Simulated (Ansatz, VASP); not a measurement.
# ZrB: VASP beside Ansatz

INCAR

```
SYSTEM = ZrB
  ALGO = Normal
  EDIFF = 1E-7
  ENCUT = 520
  GGA = PE
  ISIF = 2
  ISMEAR = 0
  LASPH = .True.
  LCHARG = .False.
  LREAL = .False.
  LWAVE = .False.
  NBANDS = 14
  NELM = 60
  PREC = Accurate
  SIGMA = 0.05
```

The input KPOINTS:

```
k-points
0
Gamma
  12 12 12
  0 0 0
```

POSCAR

```
ZrB
1.0
    0.0122606086      2.4521217160      2.4521217160
    2.4643823246      0.0000000000      2.4643823246
    2.4521217160      2.4521217160      0.0122606086
Zr B
1 1
Direct
    0.5000000000      0.5000000000      0.5000000000
    0.0000000000      0.0000000000      0.0000000000
```

Input for Ansatz:

```yaml
crystal:
  lattice:
    - [0.0122606086, 2.452121716, 2.452121716]
    - [2.4643823246, 0.0, 2.4643823246]
    - [2.452121716, 2.452121716, 0.0122606086]
  atoms:
    - { symbol: Zr, position: [0.5, 0.5, 0.5] }
    - { symbol: B, position: [0.0, 0.0, 0.0] }
basis:
  ecutwfc: 420
  ecutrho_ratio: 4
kpoints:
  mp_grid: { grid: [12, 12, 12] }
hamiltonian:
  xc: pbe
scf:
  occupations: { method: gaussian, width: 0.05 }
output:
  forces: true
  stress: true
  eigenvalues: true
```

Change from the starting cell: strain e5 = +0.01, atoms carried along.

Alike in both runs: task single point; functional PBE; k mesh 12 × 12 × 12; occupations gaussian, width 0.05 eV; no spin polarisation.

```csv
,VASP,Ansatz
version,VASP 6.6.1,Ansatz 0.2.0
potentials or method,"VASP PAW PBE potentials, release 64 (Zr_sv, B), cutoff 520 eV","scalar-relativistic, plane waves, PAW"
valence electrons in the cell,15,15
```

Ansatz gave:

* gap on the k mesh at the Fermi level (eV): none
* pressure (GPa): 0.0
* traceless stress, the component that is largest in VASP (GPa): -0.60

Q: Which values does VASP return?

A: gap on the k mesh at the Fermi level (eV): none; pressure (GPa): 0.1; traceless stress, the component that is largest in VASP (GPa): -0.60.

A gap of «none» marks a metal or a gap that the smearing closes. The functional is the same, so the differences come from potentials, cutoffs and numerics.
